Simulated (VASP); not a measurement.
Wanted: the native input for a VASP 6.6.1 run.

| Property | Result |
| --- | --- |
| Task | single point |
| Functional | PBEsol |
| Potentials or basis | VASP PAW PBE potentials, release 64 (Fe, O) |
| Cutoff | 520 eV |
| k mesh | 11 × 11 × 11 |
| Occupations | fermi-dirac, width 0.05 eV |
| Spin | collinear spin, ferromagnetic start |
| Starting moments | [3.0, 0.0] μB |
| Dipole correction | no |
| Further INCAR settings | ALGO = Normal; EDIFF = 1e-06; NBANDS = 18 |

The structure of FeO (Wuestite) lies in POSCAR:

```
FeO
1.0
    1.5086271663      0.8710063006      2.5026668604
   -1.5086271663      0.8710063006      2.5026668604
    0.0000000000     -1.7420126011      2.5026668604
Fe O
1 1
Direct
    0.0000000000      0.0000000000      0.0000000000
    0.5000000000      0.5000000000      0.5000000000
```

This cell differs from its parent crystal: volume scaled by 0.98.

The input as run:

INCAR

```
ALGO = Normal
EDIFF = 1E-6
ENCUT = 520
GGA = PS
ISIF = 2
ISMEAR = -1
ISPIN = 2
LASPH = T
LCHARG = T
LELF = T
LMAXMIX = 4
LORBIT = 11
LREAL = F
LVHAR = T
LWAVE = F
MAGMOM = 3 0
NBANDS = 18
NELM = 150
PREC = Accurate
SIGMA = 0.05
```

KPOINTS

```
k-points
0
Gamma
  11 11 11
```

Potentials or basis: VASP PAW PBE potentials, release 64 (Fe, O).

Run with:

```bash
$ cat potpaw_PBE.64/Fe/POTCAR potpaw_PBE.64/O/POTCAR > POTCAR
$ mpirun -np 1 vasp_std > vasp.out
```

Results of the run:

```json
{"Pressure": "-5.7 GPa", "Band gap on the k mesh": "zero (filled and empty bands overlap)", "Net moment": "4.00 μB per cell", "Site moments": "Fe +3.61; O +0.31 μB", "Valence electrons inside the program's atomic spheres": "Fe 6.77; O 4.97"}
```

Caveat: the PAW data sets were made with another functional, which shifts forces and pressure a little; a cell with one magnetic atom can't hold antiferromagnetic order, which such compounds often take; semilocal functionals often make such compounds metallic where correlation or magnetic order opens a gap, which also shifts bond lengths.

Wall time 53 s on 1 thread of Intel(R) Xeon(R) Platinum 8488C (Sapphire Rapids), with other jobs on the host, peak memory 0.21 GiB.
